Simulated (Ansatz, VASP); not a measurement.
One calculation of MgPt3N, two programs

```
CELL_PARAMETERS angstrom
4.20446 0.00000 0.00000
0.00000 4.20446 0.00000
0.00000 0.00000 4.20446
ATOMIC_POSITIONS crystal
Mg 0.00000 0.00000 0.00000
Pt 0.00000 0.50000 0.50000
Pt 0.50000 0.50000 0.00000
Pt 0.50000 0.00000 0.50000
N 0.50000 0.50000 0.50000
```

Change from the starting cell: species swapped into the PrRh3C type (Pm-3m, No. 221).

Alike in both runs: functional PBE; k mesh 10 × 10 × 10; occupations gaussian, width 0.1 eV; no spin polarisation.

Ansatz relaxed the structure, and its values are those at the end. VASP's run is a single point on that final structure, the one shown.

```csv
,VASP,Ansatz
version,VASP 6.6.1,Ansatz 0.2.0
potentials or method,"VASP PAW PBE potentials, release 64 (Mg, Pt, N), cutoff 520 eV","scalar-relativistic, plane waves, PAW"
valence electrons in the cell,37,69
```

Ansatz gave:

* gap on the k mesh at the Fermi level (eV): none
* pressure (GPa): 0.0

**Question.** What did VASP give for the same quantities?

**Answer.** gap on the k mesh at the Fermi level (eV): none; pressure (GPa): -0.2.

A gap of «none» marks a metal or a gap that the smearing closes. VASP's potentials hold 37 valence electrons a cell and Ansatz's 69, so a difference there can come from the potentials and not from the codes.

Spin-orbit coupling is off throughout.
